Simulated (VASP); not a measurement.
# MnB3Ir (Pm-3m) in VASP: further runs

MnB3Ir is run at these levels: PBE; tasks: single point.

Everything below comes from runs of VASP 6.6.1. Logs are shortened: lines on timing, memory, paths and dates and some standing lists are left out, and cuts for length are marked.

**1. The cell of the first run**

The structure is cubic, space group Pm-3m (No. 221). The conventional cell has a = 3.749 Å, b = 3.749 Å, c = 3.749 Å, α = 90.00°, β = 90.00°, γ = 90.00°. Within 2.5 Å of Mn (site symmetry m-3m) lie 6 B at 1.87 Å. Within 2.5 Å of B (site symmetry 4/mmm) lie 2 Mn at 1.87 Å. Within 3.5 Å of Ir (site symmetry m-3m) lie 12 B at 2.65 Å and 8 Mn at 3.25 Å.

**2. Single point, PBE, collinear spin, ferromagnetic start**

Contents of INCAR:

```
PREC = Accurate
ENCUT = 520
EDIFF = 1E-6
ISMEAR = 0
SIGMA = 0.1
LREAL = F
LASPH = T
NELM = 150
ALGO = Normal
ISIF = 2
LWAVE = F
LCHARG = F
ISPIN = 2
MAGMOM = 4 0 0 0 0
LORBIT = 11
LMAXMIX = 4
GGA = PE
NBANDS = 28
```

Contents of KPOINTS:

```
regular mesh
0
Gamma
  4 4 4
```

Contents of POSCAR:

```
MnB3Ir
1.0
    3.7489408800      0.0000000000      0.0000000000
    0.0000000000      3.7489408800      0.0000000000
    0.0000000000      0.0000000000      3.7489408800
Mn B Ir
1 3 1
Direct
    0.5000000000      0.5000000000      0.5000000000
    0.0000000000      0.5000000000      0.5000000000
    0.5000000000      0.0000000000      0.5000000000
    0.5000000000      0.5000000000      0.0000000000
    0.0000000000      0.0000000000      0.0000000000
```

Potentials or basis: VASP PAW PBE potentials, release 64 (Mn_pv, B, Ir).

On the command line:

```sh
$ cat potpaw_PBE.64/Mn_pv/POTCAR potpaw_PBE.64/B/POTCAR potpaw_PBE.64/Ir/POTCAR > POTCAR
$ mpirun -np 1 vasp_std > vasp.out
```

OUTCAR:

```text
PREC = Accurate
   ENCUT = 520
   EDIFF = 1E-6
   ISMEAR = 0
   LREAL = F
   LASPH = T
   NELM = 150
   ISIF = 2
   ISPIN = 2
   LORBIT = 11
   GGA = PE

 ion  position               nearest neighbor table
   1  0.500  0.500  0.500-   2 1.87   3 1.87   4 1.87   4 1.87   3 1.87   2 1.87   5 3.25   5 3.25
                             5 3.25   5 3.25   5 3.25   5 3.25   5 3.25   5 3.25
   2  0.000  0.500  0.500-   1 1.87   1 1.87   5 2.65   5 2.65   5 2.65   5 2.65
   3  0.500  0.000  0.500-   1 1.87   1 1.87   5 2.65   5 2.65   5 2.65   5 2.65
   4  0.500  0.500  0.000-   1 1.87   1 1.87   5 2.65   5 2.65   5 2.65   5 2.65
   5  0.000  0.000  0.000-   2 2.65   3 2.65   4 2.65   2 2.65   3 2.65   2 2.65   4 2.65   2 2.65
                             3 2.65   4 2.65   3 2.65   4 2.65   1 3.25   1 3.25   1 3.25   1 3.25

  LATTYP: Found a simple cubic cell.
 ALAT       =     3.7489408800

  Lattice vectors:

 A1 = (   3.7489408800,   0.0000000000,   0.0000000000)
 A2 = (   0.0000000000,   3.7489408800,   0.0000000000)
 A3 = (   0.0000000000,   0.0000000000,   3.7489408800)

Analysis of symmetry for initial positions (statically):
=====================================================================
 Subroutine PRICEL returns:
 Original cell was already a primitive cell.

 Routine SETGRP: Setting up the symmetry group for a
 simple cubic supercell.

 Subroutine GETGRP returns: Found 48 space group operations
 (whereof 48 operations were pure point group operations)
 out of a pool of 48 trial point group operations.

The static configuration has the point symmetry O_h .

Analysis of symmetry for dynamics (positions and initial velocities):
=====================================================================
 Subroutine PRICEL returns:
 Original cell was already a primitive cell.

 Routine SETGRP: Setting up the symmetry group for a
 simple cubic supercell.

 Subroutine GETGRP returns: Found 48 space group operations
 (whereof 48 operations were pure point group operations)
 out of a pool of 48 trial point group operations.

The dynamic configuration has the point symmetry O_h .

Analysis of structural, dynamic, and magnetic symmetry:
=====================================================================
 Subroutine PRICEL returns:
 Original cell was already a primitive cell.

 Routine SETGRP: Setting up the symmetry group for a
 simple cubic supercell.

 Subroutine GETGRP returns: Found 48 space group operations
 (whereof 48 operations were pure point group operations)
 out of a pool of 48 trial point group operations.

The overall configuration has the point symmetry O_h .

[... 121 lines left out ...]
 Gauss-broadening in eV      SIGMA  =   0.10
  energy-cutoff  :      520.00
  volume of cell :       52.69
 maximum number of plane-waves:      1452
 NGX is ok and might be reduce to    28
   NGX = 13   NGY = 13   NGZ = 13

 number of electron      31.0000039 magnetization       0.8167932

 Free energy of the ion-electron system (eV)
  ---------------------------------------------------
  ext. energy  EPLUGINS =         0.00000000
  ---------------------------------------------------
  free energy    TOTEN  =       -32.03560345 eV

  energy without entropy =      -32.00687593  energy(sigma->0) =      -32.02123969

 E-fermi :   7.3248     XC(G=0): -12.3486

 val. band max:        7.3086050748   @ k =   0.2500   0.2500   0.0000
 cond. band min:       7.3301019803   @ k =   0.5000   0.2500   0.0000
 fundamental gap:      0.0214969056
 Fermi energy:         7.3248337399

 spin component 1

 k-point     1 :       0.0000    0.0000    0.0000
  band No.  band energies     occupation
      1     -40.6255      1.00000
      2     -40.6255      1.00000
      3     -40.6255      1.00000
      4      -4.7356      1.00000
      5       0.6780      1.00000
      6       0.6780      1.00000
[... 289 lines left out ...]
     26      18.4700      0.00000
     27      23.5371      0.00000
 Fermi energy:         7.3248337399

 spin component 2

 k-point     1 :       0.0000    0.0000    0.0000
  band No.  band energies     occupation
      1     -40.2586      1.00000
      2     -40.2586      1.00000
      3     -40.2586      1.00000
      4      -4.7054      1.00000
      5       0.7505      1.00000
      6       0.7505      1.00000
[... 289 lines left out ...]
     26      18.5946      0.00000
     27      23.5744      0.00000
 [bands above 27 left out]

------------------------ aborting loop because EDIFF is reached ----------------------------------------

  FORCE on cell =-STRESS in cart. coord.  units (eV):
  Direction    XX          YY          ZZ          XY          YZ          ZX
  --------------------------------------------------------------------------------------
  -------------------------------------------------------------------------------------
  Total       -0.9138733     -0.9138733     -0.9138733      0.0000000     -0.0000000      0.0000000
  in kB      -27.7888650    -27.7888650    -27.7888650      0.0000000     -0.0000000      0.0000000
  external PRESSURE =     -27.7888650 kB  Pullay stress =       0.0000000 kB

 VOLUME and BASIS-vectors are now :
 -----------------------------------------------------------------------------
  energy-cutoff  :      520.00
  volume of cell :       52.69
      direct lattice vectors                 reciprocal lattice vectors
     3.748940880  0.000000000  0.000000000     0.266742003  0.000000000  0.000000000
     0.000000000  3.748940880  0.000000000     0.000000000  0.266742003  0.000000000
     0.000000000  0.000000000  3.748940880     0.000000000  0.000000000  0.266742003

 POSITION                                       TOTAL-FORCE (eV/Angst)
 -----------------------------------------------------------------------------------
      1.87447      1.87447      1.87447         0.000000      0.000000      0.000000
      0.00000      1.87447      1.87447         0.000000      0.000000      0.000000
      1.87447      0.00000      1.87447         0.000000      0.000000      0.000000
      1.87447      1.87447      0.00000         0.000000      0.000000      0.000000
      0.00000      0.00000      0.00000         0.000000      0.000000      0.000000
 -----------------------------------------------------------------------------------
    total drift:                                0.000000      0.000000      0.000000

  FREE ENERGIE OF THE ION-ELECTRON SYSTEM (eV)
  ---------------------------------------------------
  free  energy   TOTEN  =       -32.0356034534 eV

  energy  without entropy=      -32.0068759315  energy(sigma->0) =      -32.02123969

 total charge

# of ion       s       p       d       tot
------------------------------------------
    1        0.559   6.553   5.720  12.832
    2        0.739   0.939   0.000   1.677
    3        0.739   0.939   0.000   1.677
    4        0.739   0.939   0.000   1.677
    5        0.410   0.351   7.065   7.826
--------------------------------------------------
tot          3.185   9.720  12.786  25.690

 magnetization (x)

# of ion       s       p       d       tot
------------------------------------------
    1        0.015   0.017   0.341   0.373
    2        0.008  -0.004   0.000   0.004
    3        0.008  -0.004   0.000   0.004
    4        0.008  -0.004   0.000   0.004
    5        0.006  -0.002   0.447   0.450
--------------------------------------------------
tot          0.044   0.003   0.788   0.834
```

OSZICAR:

```text
N       E                     dE             d eps       ncg     rms          rms(c)
DAV:   1     0.261561391696E+03    0.26156E+03   -0.15219E+04  1144   0.115E+03
DAV:   2    -0.190874101811E+02   -0.28065E+03   -0.25997E+03  1144   0.337E+02
DAV:   3    -0.345688621734E+02   -0.15481E+02   -0.14562E+02  1292   0.846E+01
[... 16 lines left out ...]
DAV:  20    -0.320356104379E+02   -0.35420E-05   -0.12841E-05  1368   0.330E-02    0.567E-03
DAV:  21    -0.320356172790E+02   -0.68411E-05   -0.43789E-05  1336   0.594E-02    0.104E-02
DAV:  22    -0.320356013446E+02    0.15934E-04   -0.11270E-04  1276   0.107E-01    0.108E-02
DAV:  23    -0.320356028535E+02   -0.15090E-05   -0.12706E-05  1232   0.215E-02    0.855E-03
DAV:  24    -0.320356034534E+02   -0.59984E-06   -0.36195E-07   600   0.533E-03
   1 F= -.32035603E+02 E0= -.32021240E+02  d E =-.287275E-01  mag=     0.8356
```

stdout:

```text
POSCAR found type information on POSCAR MnB Ir
 POSCAR found :  3 types and       5 ions
 scaLAPACK will be used
 LDA part: xc-table for (Slater+PW92), standard interpolation
 POSCAR, INCAR and KPOINTS ok, starting setup
 FFT: planning ... GRIDC
 FFT: planning ... GRID_SOFT
 FFT: planning ... GRID
 WAVECAR not read
 entering main loop
```

It took 36 s on 1 thread of Intel Xeon Platinum 8559C (Emerald Rapids), shared host; peak memory 0.18 GiB.

What came out:

```yaml
Free_energy: -32.0356 eV
Pressure: -2.8 GPa
Net_moment: 0.82 μB per cell
Site_moments: Mn +0.37; B +0.00; Ir +0.45 μB
Valence_electrons_inside_the_program's_atomic_spheres: Mn 12.83; B 1.68; Ir 7.83
```

Levels at points of the mesh, in eV from the Fermi level:
Spin up:
| k point | band 12 | band 13 | band 14 | band 15 | band 16 | band 17 | band 18 | band 19 | band 20 | band 21 |
| --- | --- | --- | --- | --- | --- | --- | --- | --- | --- | --- |
| (0.00, 0.00, 0.00) | -2.62 | -1.94 | -1.94 | -0.54 | -0.54 | -0.54 | 2.45 | 2.45 | 2.45 | 3.16 |
| (0.50, 0.00, 0.00) | -3.05 | -2.07 | -1.66 | -1.16 | 1.21 | 1.21 | 1.87 | 3.39 | 3.39 | 4.13 |
| (0.50, 0.50, 0.00) | -1.60 | -1.52 | -0.45 | -0.36 | -0.36 | 0.24 | 0.99 | 1.66 | 1.66 | 5.55 |
| (0.50, 0.50, 0.50) | -3.64 | -1.31 | -1.31 | -0.10 | 0.53 | 0.53 | 0.53 | 1.79 | 1.79 | 1.79 |
Spin down:
```csv
k point,band 12,band 13,band 14,band 15,band 16,band 17,band 18,band 19
"(0.00, 0.00, 0.00)",-2.27,-1.77,-1.77,-0.14,-0.14,-0.14,2.43,2.43
"(0.50, 0.00, 0.00)",-2.85,-1.70,-1.50,-0.79,1.41,1.41,1.93,3.60
"(0.50, 0.50, 0.00)",-1.40,-1.34,-0.09,0.06,0.06,0.31,1.34,1.65
"(0.50, 0.50, 0.50)",-3.48,-1.12,-1.12,0.03,0.86,0.86,0.86,2.13
```

Caveat: the k points lie up to 0.42 Å⁻¹ apart; spin-orbit coupling is left out, which moves the levels of the heavy elements; the moment fell far below its start of 4 μB, so a state of higher moment may lie lower in energy; a cell with one magnetic atom can't hold antiferromagnetic order, which such compounds often take.

**3. Single point, PBE, collinear spin, ferromagnetic start**

This run uses another cell than the first one, of 10.30 Å³/atom, 0.978 times its volume.

Contents of INCAR:

```
ALGO     = Normal         # electronic algorithm
EDIFF    = 1E-6           # SCF threshold, eV
ENCUT    = 520            # plane-wave cutoff, eV
GGA      = PE             # functional
ISIF     = 2              # what is computed and relaxed
ISMEAR   = 0              # smearing method
ISPIN    = 2              # spin polarisation
LASPH    = T              # aspherical terms in the spheres
LCHARG   = F              # write CHGCAR
LMAXMIX  = 4              # l up to which the mixer works
LORBIT   = 11             # projections on sites
LREAL    = F              # projectors in reciprocal space
LWAVE    = F              # write WAVECAR
MAGMOM   = 0.34 0 0 0 0.48 # initial moments
NBANDS   = 28             # bands
NELM     = 150            # most SCF steps
PREC     = Accurate       # precision mode
SIGMA    = 0.1            # smearing width, eV
```

Contents of KPOINTS:

```
k-points
0
Gamma
  10 10 10
```

POSCAR, as its differences from that of step 2:

```diff
@@ -2,5 +2,5 @@
 1.0
-    3.7489408800      0.0000000000      0.0000000000
-    0.0000000000      3.7489408800      0.0000000000
-    0.0000000000      0.0000000000      3.7489408800
+    3.7207107270      0.0000000000      0.0000000000
+    0.0000000000      3.7207107270      0.0000000000
+    0.0000000000      0.0000000000      3.7207107270
 Mn B Ir
```

Potentials or basis: VASP PAW PBE potentials, release 64 (Mn_pv, B, Ir).

On the command line:

```sh
$ cat potpaw_PBE.64/Mn_pv/POTCAR potpaw_PBE.64/B/POTCAR potpaw_PBE.64/Ir/POTCAR > POTCAR
$ mpirun -np 1 vasp_std > vasp.out
```

OUTCAR:

```text
EDIFF = 1E-6
   ENCUT = 520
   GGA = PE
   ISIF = 2
   ISMEAR = 0
   ISPIN = 2
   LASPH = T
   LORBIT = 11
   LREAL = F
   NELM = 150
   PREC = Accurate

 ion  position               nearest neighbor table
   1  0.500  0.500  0.500-   2 1.86   3 1.86   4 1.86   4 1.86   3 1.86   2 1.86   5 3.22   5 3.22
                             5 3.22   5 3.22   5 3.22   5 3.22   5 3.22   5 3.22
   2  0.000  0.500  0.500-   1 1.86   1 1.86   5 2.63   5 2.63   5 2.63   5 2.63
   3  0.500  0.000  0.500-   1 1.86   1 1.86   5 2.63   5 2.63   5 2.63   5 2.63
   4  0.500  0.500  0.000-   1 1.86   1 1.86   5 2.63   5 2.63   5 2.63   5 2.63
[... 1682 lines left out ...]

 POSITION                                       TOTAL-FORCE (eV/Angst)
 -----------------------------------------------------------------------------------
      1.86036      1.86036      1.86036         0.000000      0.000000      0.000000
      0.00000      1.86036      1.86036         0.000000      0.000000      0.000000
      1.86036      0.00000      1.86036         0.000000      0.000000      0.000000
      1.86036      1.86036      0.00000         0.000000      0.000000      0.000000
      0.00000      0.00000      0.00000         0.000000      0.000000      0.000000
 -----------------------------------------------------------------------------------
    total drift:                                0.000000      0.000000      0.000000

  FREE ENERGIE OF THE ION-ELECTRON SYSTEM (eV)
  ---------------------------------------------------
  free  energy   TOTEN  =       -32.0443694214 eV

  energy  without entropy=      -32.0234377626  energy(sigma->0) =      -32.03390359

 total charge

# of ion       s       p       d       tot
------------------------------------------
    1        0.569   6.571   5.772  12.912
    2        0.732   0.961   0.000   1.693
    3        0.732   0.961   0.000   1.693
    4        0.732   0.961   0.000   1.693
    5        0.407   0.371   7.073   7.851
--------------------------------------------------
tot          3.171   9.827  12.845  25.843

 magnetization (x)

# of ion       s       p       d       tot
------------------------------------------
    1        0.000   0.000   0.001   0.002
    2        0.000  -0.000   0.000  -0.000
    3        0.000  -0.000   0.000  -0.000
    4        0.000  -0.000   0.000  -0.000
    5        0.000  -0.000   0.002   0.002
--------------------------------------------------
tot          0.000  -0.000   0.003   0.003
```

stdout:

```text
POSCAR found type information on POSCAR MnB Ir
 POSCAR found :  3 types and       5 ions
 scaLAPACK will be used
 LDA part: xc-table for (Slater+PW92), standard interpolation
 POSCAR, INCAR and KPOINTS ok, starting setup
 FFT: planning ... GRIDC
 FFT: planning ... GRID_SOFT
 FFT: planning ... GRID
 WAVECAR not read
 entering main loop
```

Run time: 2.5 min. Hardware: 1 thread of Intel Xeon Platinum 8488C (Sapphire Rapids), shared host; peak memory 0.26 GiB.

Results:

```
Free energy                                           : -32.0444 eV
Pressure                                              : 0.1 GPa
Net moment                                            : 0.00 μB per cell
Valence electrons inside the program's atomic spheres : Mn 12.91; B 1.69; Ir 7.85
```

Levels at points of the mesh, in eV from the Fermi level:
Spin up:
```csv
k point,band 11,band 12,band 13,band 14,band 15,band 16,band 17,band 18,band 19,band 20
"(0.00, 0.00, 0.00)",-2.52,-2.52,-1.88,-1.88,-0.29,-0.29,-0.29,2.46,2.46,2.46
"(0.50, 0.00, 0.00)",-2.99,-2.99,-1.97,-1.63,-0.93,1.39,1.39,2.05,3.62,3.62
"(0.50, 0.50, 0.00)",-3.61,-1.55,-1.49,-0.25,-0.10,-0.10,0.34,1.28,1.71,1.71
"(0.50, 0.50, 0.50)",-3.57,-3.57,-1.27,-1.27,-0.02,0.77,0.77,0.77,2.08,2.08
```
Spin down:
```
           k point  band 13  band 14  band 15  band 16  band 17  band 18
(0.00, 0.00, 0.00)    -1.88    -1.88    -0.29    -0.29    -0.29     2.46
(0.50, 0.00, 0.00)    -1.96    -1.63    -0.93     1.39     1.39     2.05
(0.50, 0.50, 0.00)    -1.49    -0.25    -0.10    -0.10     0.35     1.28
(0.50, 0.50, 0.50)    -1.27    -1.27    -0.02     0.77     0.77     0.77
```

Caveat: spin-orbit coupling is left out, which moves the levels of the heavy elements.
